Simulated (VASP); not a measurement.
# ReP2 (P4/mmm) in VASP: further runs

Runs on ReP2. Level: PBE. Tasks: single point, relaxation of cell and atoms.

Program: VASP 6.6.1. These are calculated values, not measurements. Logs are shortened: lines on timing, memory, paths and dates and some standing lists are left out, and cuts for length are marked.

## Step 1: The cell of the first run

The structure is tetragonal, space group P4/mmm (No. 123). The conventional cell has a = 3.996 Å, b = 3.996 Å, c = 2.999 Å, α = 90.00°, β = 90.00°, γ = 90.00°. Re (site symmetry 4/mmm) has 8 P at 2.50 Å and 2 Re at 3.00 Å within 3.3 Å. Within 3.3 Å of P (site symmetry mmm) lie 4 Re at 2.50 Å and 6 P at 2.83 to 3.00 Å.

## Step 2: Single point, PBE

Contents of INCAR:

```
  ALGO = Normal
  EDIFF = 1E-7
  ENCUT = 520
  GGA = PE
  ISIF = 2
  ISMEAR = 0
  LASPH = T
  LCHARG = T
  LELF = T
  LREAL = F
  LVHAR = T
  LWAVE = F
  NBANDS = 16
  NELM = 100
  PREC = Accurate
  SIGMA = 0.1
```

Contents of KPOINTS:

```
k-points
0
Gamma
  12 12 16
```

Contents of POSCAR:

```
ReP2
1.0
    3.9958963644      0.0000000000      0.0000000000
    0.0000000000      3.9958963644      0.0000000000
    0.0000000000      0.0000000000      2.9987474448
Re P
1 2
Direct
    0.0000000000      0.0000000000      0.0000000000
    0.5000000000      0.0000000000      0.5000000000
    0.0000000000      0.5000000000      0.5000000000
```

Potentials or basis: VASP PAW PBE potentials, release 64 (Re, P).

The run is started by

```
$ cat potpaw_PBE.64/Re/POTCAR potpaw_PBE.64/P/POTCAR > POTCAR
$ mpirun -np 1 vasp_std > vasp.out
```

OUTCAR:

```text
EDIFF = 1E-7
   ENCUT = 520
   GGA = PE
   ISIF = 2
   ISMEAR = 0
   LASPH = T
   LREAL = F
   NELM = 100
   PREC = Accurate

 ion  position               nearest neighbor table
   1  0.000  0.000  0.000-   2 2.50   3 2.50   2 2.50   3 2.50   3 2.50   3 2.50   2 2.50   2 2.50

   2  0.500  0.000  0.500-   1 2.50   1 2.50   1 2.50   1 2.50   3 2.83   3 2.83   3 2.83   3 2.83

   3  0.000  0.500  0.500-   1 2.50   1 2.50   1 2.50   1 2.50   2 2.83   2 2.83   2 2.83   2 2.83

  LATTYP: Found a simple tetragonal cell.
 ALAT       =     3.9958963644
 C/A-ratio  =     0.7504567615

  Lattice vectors:

 A1 = (   3.9958963644,   0.0000000000,   0.0000000000)
 A2 = (   0.0000000000,   3.9958963644,   0.0000000000)
 A3 = (   0.0000000000,   0.0000000000,   2.9987474448)

Analysis of symmetry for initial positions (statically):
=====================================================================
 Subroutine PRICEL returns:
 Original cell was already a primitive cell.

 Routine SETGRP: Setting up the symmetry group for a
 simple tetragonal supercell.

 Subroutine GETGRP returns: Found 16 space group operations
 (whereof 16 operations were pure point group operations)
 out of a pool of 16 trial point group operations.

The static configuration has the point symmetry D_4h.

Analysis of symmetry for dynamics (positions and initial velocities):
=====================================================================
 Subroutine PRICEL returns:
 Original cell was already a primitive cell.

 Routine SETGRP: Setting up the symmetry group for a
 simple tetragonal supercell.

 Subroutine GETGRP returns: Found 16 space group operations
 (whereof 16 operations were pure point group operations)
 out of a pool of 16 trial point group operations.

The dynamic configuration has the point symmetry D_4h.

 Subroutine INISYM returns: Found 16 space group operations
 (whereof 16 operations are pure point group operations),
 and found     1 'primitive' translations

----------------------------------------------------------------------------------------

                                     Primitive cell

  volume of cell :      47.8816

  direct lattice vectors                    reciprocal lattice vectors
     3.995896364  0.000000000  0.000000000     0.250256741  0.000000000  0.000000000
     0.000000000  3.995896364  0.000000000     0.000000000  0.250256741  0.000000000
     0.000000000  0.000000000  2.998747445     0.000000000  0.000000000  0.333472564

  length of vectors
     3.995896364  3.995896364  2.998747445     0.250256741  0.250256741  0.333472564

  position of ions in fractional coordinates (direct lattice)
     0.000000000  0.000000000  0.000000000
     0.500000000  0.000000000  0.500000000
     0.000000000  0.500000000  0.500000000

  ion indices of the primitive-cell ions
   primitive index   ion index
                 1           1
                 2           2
                 3           3

----------------------------------------------------------------------------------------

 KPOINTS: k-points

Automatic generation of k-mesh.
 Grid dimensions read from file:
 generate k-points for:   12   12   16

 Generating k-lattice:

  Cartesian coordinates                     Fractional coordinates (reciprocal lattice)
     0.020854728  0.000000000  0.000000000     0.083333333  0.000000000  0.000000000
     0.000000000  0.020854728  0.000000000     0.000000000  0.083333333  0.000000000
     0.000000000  0.000000000  0.020842035     0.000000000  0.000000000  0.062500000

  Length of vectors
     0.020854728  0.020854728  0.020842035

  Shift w.r.t. Gamma in fractional coordinates (k-lattice)
     0.000000000  0.000000000  0.000000000

 Subroutine IBZKPT returns following result:
 ===========================================

 Found    252 irreducible k-points:

 Following reciprocal coordinates:
            Coordinates               Weight
  0.000000  0.000000  0.000000      1.000000
  0.083333  0.000000  0.000000      4.000000
  0.166667  0.000000  0.000000      4.000000
  0.250000  0.000000  0.000000      4.000000
  0.333333  0.000000  0.000000      4.000000
  0.416667  0.000000  0.000000      4.000000
[... 16 lines left out ...]
  0.333333  0.333333  0.000000      4.000000
  0.416667  0.333333  0.000000      8.000000
 [... further k-points ...]
   k-points           NKPTS =    252   k-points in BZ     NKDIM =    252   number of bands    NBANDS=     16
   number of dos      NEDOS =    301   number of ions     NIONS =      3
   total plane-waves  NPLWV =  21600
   dimension x,y,z NGX =    30 NGY =   30 NGZ =   24
   dimension x,y,z NGXF=    60 NGYF=   60 NGZF=   48
   ions per type =               1   2
   NGX,Y,Z   is equivalent  to a cutoff of  12.48, 12.48, 13.31 a.u.
   NGXF,Y,Z  is equivalent  to a cutoff of  24.96, 24.96, 26.61 a.u.
 SYSTEM =  unknown system
   PREC   = accura    normal or accurate (medium, high low for compatibility)
   ISTART =      0    job   : 0-new  1-cont  2-samecut
   ICHARG =      2    charge: 1-file 2-atom 10-const
   ISPIN  =      1    spin polarized calculation?
   LNONCOLLINEAR =      F non collinear calculations
   LSORBIT =      F    spin-orbit coupling
   LASPH  =      T    aspherical Exc in radial PAW
   ENCUT  =  520.0 eV  38.22 Ry    6.18 a.u.   7.43  7.43  5.58*2*pi/ulx,y,z
   NELM   =    100;   NELMIN=  2; NELMDL= -5     # of ELM steps
   EDIFF  = 0.1E-06   stopping-criterion for ELM
   LREAL  =      F    real-space projection
   EDIFFG = 0.1E-05   stopping-criterion for IOM
   NSW    =      0    number of steps for IOM
   IBRION =     -1    ionic relax: 0-MD 1-quasi-New 2-CG
   NFREE  =      0    steps in history (QN), initial steepest desc. (CG)
   ISIF   =      2    stress and relaxation
   ISYM   =      2    0-nonsym 1-usesym 2-fastsym
   POTIM  = 0.5000    time-step for ionic-motion
   TEBEG  =    0.0;   TEEND  =   0.0 temperature during run
   PSTRESS=    0.0 pullay stress
   NELECT =      17.0000    total number of electrons
   NUPDOWN=      -1.0000    fix difference up-down
   EMIN   =  10.00;   EMAX   =-10.00  energy-range for DOS
   EFERMI =   0.00;   METHOD = LEGACY
   ISMEAR =     0;   SIGMA  =   0.10  broadening in eV -4-tet -1-fermi 0-gaus
   EFERMI_NEDOS =   21; number of points for ismear=-14 and -15
   IALGO  =     38    algorithm
   IMIX   =      4    mixing-type and parameters
     AMIX     =   0.40;   BMIX     =  1.00
     AMIX_MAG =   1.60;   BMIX_MAG =  1.00
  volume/ion in A,a.u.               =      15.96       107.71
  Fermi-wavevector in a.u.,A,eV,Ry     =   1.159227  2.190621 18.283597  1.343806
  Thomas-Fermi vector in A             =   2.295821
   LORBIT       =      0    0 simple, 1 ext, 2 COOP (PROOUT), +10 PAW based schemes
   GGA     = PE    functional components
   LHFCALC =     F    Hartree Fock is set to
   AEXX    =    0.0000 exact exchange contribution
   IVDW    =     0    specifies the selected vdW correction
   LEPSILON=     F    determine dielectric tensor
   LRPA    =     F    only Hartree local field effects (RPA)
 non-spin polarized calculation
 Gauss-broadening in eV      SIGMA  =   0.10
  energy-cutoff  :      520.00
  volume of cell :       47.88
 maximum number of plane-waves:      1315
 NGX is ok and might be reduce to    30

 number of electron      16.9999997 magnetization

 Free energy of the ion-electron system (eV)
  ---------------------------------------------------
  ext. energy  EPLUGINS =         0.00000000
  ---------------------------------------------------
  free energy    TOTEN  =       -21.81371803 eV

  energy without entropy =      -21.80213221  energy(sigma->0) =      -21.80792512

 E-fermi :   8.0305     XC(G=0): -11.5221

 val. band max:        8.0289892725   @ k =   0.1667   0.0833   0.3125
 cond. band min:       8.0572632469   @ k =   0.0833   0.0000   0.0625
 fundamental gap:      0.0282739744
 Fermi energy:         8.0305355668

 k-point     1 :       0.0000    0.0000    0.0000
  band No.  band energies     occupation
      1      -6.6715      2.00000
      2      -2.1444      2.00000
      3       3.1957      2.00000
      4       3.1957      2.00000
      5       3.2485      2.00000
      6       6.1589      2.00000
[... 8 lines left out ...]
     15      15.8849      0.00000
     16      17.6609      0.00000

 k-point     2 :       0.0833    0.0000    0.0000
  band No.  band energies     occupation
      1      -6.6089      2.00000
      2      -2.2034      2.00000
      3       2.7026      2.00000
      4       3.2163      2.00000
      5       3.7281      2.00000
      6       6.0570      2.00000
[... 8 lines left out ...]
     15      16.0293      0.00000
     16      17.7499      0.00000

 k-point     3 :       0.1667    0.0000    0.0000
  band No.  band energies     occupation
      1      -6.4244      2.00000
      2      -2.3913      2.00000
      3       2.2483      2.00000
      4       3.2765      2.00000
      5       4.1854      2.00000
      6       5.7970      2.00000
[... 8 lines left out ...]
     15      16.1512      0.00000
     16      18.0353      0.00000

 k-point     4 :       0.2500    0.0000    0.0000
  band No.  band energies     occupation
      1      -6.1289      2.00000
      2      -2.7216      2.00000
      3       1.9328      2.00000
      4       3.3716      2.00000
      5       4.6025      2.00000
      6       5.4681      2.00000
[... 8 lines left out ...]
     15      15.6835      0.00000
     16      18.3335      0.00000
[... 324 lines left out ...]
 k-point    22 :       0.5000    0.2500    0.0000
  band No.  band energies     occupation
      1      -4.4780      2.00000
      2      -3.6416      2.00000
      3       0.3336      2.00000
      4       1.8459      2.00000
      5       4.8281      2.00000
      6       5.3238      2.00000
[... 8 lines left out ...]
     15      16.1572      0.00000
     16      17.6088      0.00000

 k-point    23 :       0.3333    0.3333    0.0000
  band No.  band energies     occupation
      1      -4.7728      2.00000
      2      -3.0877      2.00000
      3      -0.0885      2.00000
      4       1.8859      2.00000
      5       4.7539      2.00000
      6       5.5680      2.00000
[... 8 lines left out ...]
     15      15.6321      0.00000
     16      15.7779      0.00000

 k-point    24 :       0.4167    0.3333    0.0000
  band No.  band energies     occupation
      1      -4.3250      2.00000
      2      -3.2828      2.00000
      3      -0.3633      2.00000
      4       1.4264      2.00000
      5       4.8618      2.00000
      6       5.4149      2.00000
[... 8 lines left out ...]
     15      15.4889      0.00000
     16      16.8133      0.00000

 [... further k-points ...]

------------------------ aborting loop because EDIFF is reached ----------------------------------------

  FORCE on cell =-STRESS in cart. coord.  units (eV):
  Direction    XX          YY          ZZ          XY          YZ          ZX
  --------------------------------------------------------------------------------------
  -------------------------------------------------------------------------------------
  Total        0.1989706      0.1989706      0.2250870      0.0000000      0.0000000     -0.0000000
  in kB        6.6578048      6.6578048      7.5316941      0.0000000      0.0000000     -0.0000000
  external PRESSURE =       6.9491012 kB  Pullay stress =       0.0000000 kB

 VOLUME and BASIS-vectors are now :
 -----------------------------------------------------------------------------
  energy-cutoff  :      520.00
  volume of cell :       47.88
      direct lattice vectors                 reciprocal lattice vectors
     3.995896364  0.000000000  0.000000000     0.250256741  0.000000000  0.000000000
     0.000000000  3.995896364  0.000000000     0.000000000  0.250256741  0.000000000
     0.000000000  0.000000000  2.998747445     0.000000000  0.000000000  0.333472564

 POSITION                                       TOTAL-FORCE (eV/Angst)
 -----------------------------------------------------------------------------------
      0.00000      0.00000      0.00000         0.000000      0.000000      0.000000
      1.99795      0.00000      1.49937         0.000000      0.000000      0.000000
      0.00000      1.99795      1.49937         0.000000      0.000000      0.000000
 -----------------------------------------------------------------------------------
    total drift:                               -0.000000      0.000000      0.000000

  FREE ENERGIE OF THE ION-ELECTRON SYSTEM (eV)
  ---------------------------------------------------
  free  energy   TOTEN  =       -21.8137180331 eV

  energy  without entropy=      -21.8021322075  energy(sigma->0) =      -21.80792512
```

It took 3 min on 1 thread of Intel Xeon Platinum 8259CL at 2.50GHz (Skylake/Cascade Lake), shared host; peak memory 0.3 GiB.

Results:

- Free energy: -21.8137 eV
- Pressure: 0.7 GPa

Caveat: spin-orbit coupling is left out, which moves the levels of the heavy elements.

## Step 3: Relaxation of cell and atoms, PBE

This run uses another cell than the first one, of the same volume but with other edges.

Contents of INCAR:

```
SYSTEM = ReP2
  PREC = Accurate
  ENCUT = 600
  EDIFF = 1E-6
  ISMEAR = 0
  SIGMA = 0.1
  LREAL = .False.
  LASPH = .True.
  NELM = 100
  ALGO = Normal
  ISIF = 3
  LWAVE = .False.
  LCHARG = .False.
  GGA = PE
  IBRION = 2
  NSW = 100
  EDIFFG = -0.01
```

Contents of KPOINTS:

```
Automatic mesh
0
Gamma
  12 12 16
  0 0 0
```

Contents of POSCAR:

```
ReP2
1.0
    3.9526219873      0.0000000000      0.0000000000
    0.0000000000      3.9526219873      0.0000000000
    0.0000000000      0.0000000000      3.0600722334
Re P
1 2
Direct
    0.0000000000      0.0000000000      0.0000000000
    0.5000000000      0.0000000000      0.5000000000
    0.0000000000      0.5000000000      0.5000000000
```

Potentials or basis: VASP PAW PBE potentials, release 64 (Re, P).

The run is started by

```
$ cat potpaw_PBE.64/Re/POTCAR potpaw_PBE.64/P/POTCAR > POTCAR
$ mpirun -np 1 vasp_std > vasp.out
```

It took 5.4 min on 1 thread of Intel Xeon Platinum 8259CL at 2.50GHz (Skylake/Cascade Lake), shared host; peak memory 0.33 GiB.

It converged, with:

```yaml
Free_energy: -21.8152 eV
Relaxed_volume: 16.03 Å³/atom
Relaxed_cell: a = 4.002 Å, b = 4.002 Å, c = 3.002 Å, α = 90.00°, β = 90.00°, γ = 90.00°
Space_group_after_relaxing_to_0.05_Å: P4/mmm (No. 123)
Energy_gained_by_relaxing: 5.1 meV/atom
Ionic_steps: 6
Pressure_after_relaxing: 0.0 GPa
```

Step by step:
```tsv
step	energy change (eV)	largest force (eV/Å)	pressure (GPa)	volume (Å³)
1	0.0000	0.0000	0.21	47.81
2	-0.0136	0.0000	0.25	47.95
3	-0.0151	0.0000	0.27	48.00
4	-0.0151	0.0000	0.28	48.01
5	-0.0150	0.0000	-0.49	48.22
6	-0.0152	0.0000	0.00	48.08
```

Final structure:
```
CELL_PARAMETERS angstrom
4.00194 0.00000 0.00000
0.00000 4.00194 0.00000
0.00000 0.00000 3.00220
ATOMIC_POSITIONS crystal
Re 0.00000 0.00000 0.00000
P 0.50000 0.00000 0.50000
P 0.00000 0.50000 0.50000
```

Levels at points of the mesh, in eV from the Fermi level:
| k point | band 5 | band 6 | band 7 | band 8 | band 9 | band 10 | band 11 | band 12 |
| --- | --- | --- | --- | --- | --- | --- | --- | --- |
| (0.00, 0.00, 0.00) | -4.75 | -1.86 | -1.10 | -1.10 | 0.30 | 1.69 | 1.69 | 2.19 |
| (0.50, 0.00, 0.00) | -3.22 | -2.74 | -2.40 | -1.82 | -1.03 | 1.51 | 2.52 | 3.12 |
| (0.50, 0.50, 0.00) | -3.04 | -2.64 | -2.64 | -1.88 | 1.43 | 3.81 | 6.20 | 6.21 |
| (0.00, 0.00, 0.50) | -6.90 | -5.92 | -0.69 | 1.27 | 1.27 | 2.33 | 3.44 | 4.16 |
| (0.50, 0.00, 0.50) | -4.91 | -1.45 | -1.42 | -1.32 | -1.06 | -0.34 | 1.12 | 2.48 |
| (0.50, 0.50, 0.50) | -4.47 | -4.47 | -2.66 | -1.38 | -1.35 | 1.16 | 1.16 | 2.86 |

Caveat: spin-orbit coupling is left out, which moves the levels of the heavy elements.

[end of part 1 of 2]
